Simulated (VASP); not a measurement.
KCl (Sylvite):

```
K Cl
1.0
     0.00000    3.09076    3.16062
     3.09076    0.00000    3.16062
     3.09076    3.09076    0.00000
K Cl
1 1
Direct
  0.00000 0.00000 0.00000
  0.50000 0.50000 0.50000
```

This cell differs from its parent crystal: epitaxial xy strain -1.7%.

Base run:

| Quantity | Value |
| --- | --- |
| Program | VASP 6.6.1 |
| Functional | PBE |
| Potentials or basis | VASP PAW PBE potentials, release 64 (K_sv, Cl) |
| Cutoff | 520 eV |
| k mesh | 8 × 8 × 8 |
| Occupations | fermi-dirac, width 0.02 eV |
| Spin | no spin polarisation |

Its results: band gap on the k mesh 5.29 eV, direct; pressure 1.5 GPa.

The run is repeated on the same cell with these changes: functional from PBE to r2SCAN; occupations from fermi-dirac, width 0.02 eV to gaussian, width 0.01 eV. What comes out?

Band gap on the k mesh 5.93 eV, direct; pressure 0.7 GPa.

Caveats: the PAW data sets were made with another functional, which shifts forces and pressure a little (some runs).

A k mesh can miss the band edges.
